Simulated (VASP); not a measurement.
Ti:

```
CELL_PARAMETERS angstrom
2.92294 0.00000 0.00000
-1.46147 2.53134 0.00000
0.00000 0.00000 9.54632
ATOMIC_POSITIONS crystal
Ti 0.00000 0.00000 0.00000
Ti 0.00000 0.00000 0.50000
Ti 0.33333 0.66667 0.25000
Ti 0.66667 0.33333 0.75000
```

* Program: VASP 6.6.1
* Task: relaxation of cell and atoms
* Functional: revPBE
* Potentials or basis: VASP PAW PBE potentials, release 64 (Ti_sv)
* Cutoff: 600 eV
* k mesh: 12 × 12 × 4
* Occupations: fermi-dirac, width 0.1 eV
* Spin: no spin polarisation

At the start: pressure 1.1 GPa; volume 17.66 Å³/atom.

Problem. Where does the relaxation end?

Solution. Over 5 steps the energy falls by 2.3 meV/atom and the volume is 17.83 Å³/atom (+1.0 %); space group P6_3/mmc (No. 194, to 0.05 Å).

The path:
| step | energy change (eV) | largest force (eV/Å) | pressure (GPa) | volume (Å³) |
| --- | --- | --- | --- | --- |
| 1 | 0.0000 | 0.0000 | 1.07 | 70.63 |
| 2 | -0.0070 | 0.0000 | -0.74 | 71.84 |
| 3 | -0.0071 | 0.0000 | -0.50 | 71.69 |
| 4 | -0.0092 | 0.0000 | -0.04 | 71.38 |
| 5 | -0.0093 | 0.0000 | -0.02 | 71.34 |

Final structure:
```cif
data_structure
_symmetry_space_group_name_H-M 'P 1'
_symmetry_Int_Tables_number 1
_cell_length_a 2.9524
_cell_length_b 2.9524
_cell_length_c 9.4505
_cell_angle_alpha 90.000
_cell_angle_beta 90.000
_cell_angle_gamma 120.000
_cell_volume 71.34
loop_
_atom_site_label
_atom_site_type_symbol
_atom_site_fract_x
_atom_site_fract_y
_atom_site_fract_z
_atom_site_occupancy
Ti1 Ti 0.00000 0.00000 0.00000 1
Ti2 Ti 0.00000 0.00000 0.50000 1
Ti3 Ti 0.33333 0.66667 0.25000 1
Ti4 Ti 0.66667 0.33333 0.75000 1
```

Caveat: the PAW data sets were made with another functional, which shifts forces and pressure a little.
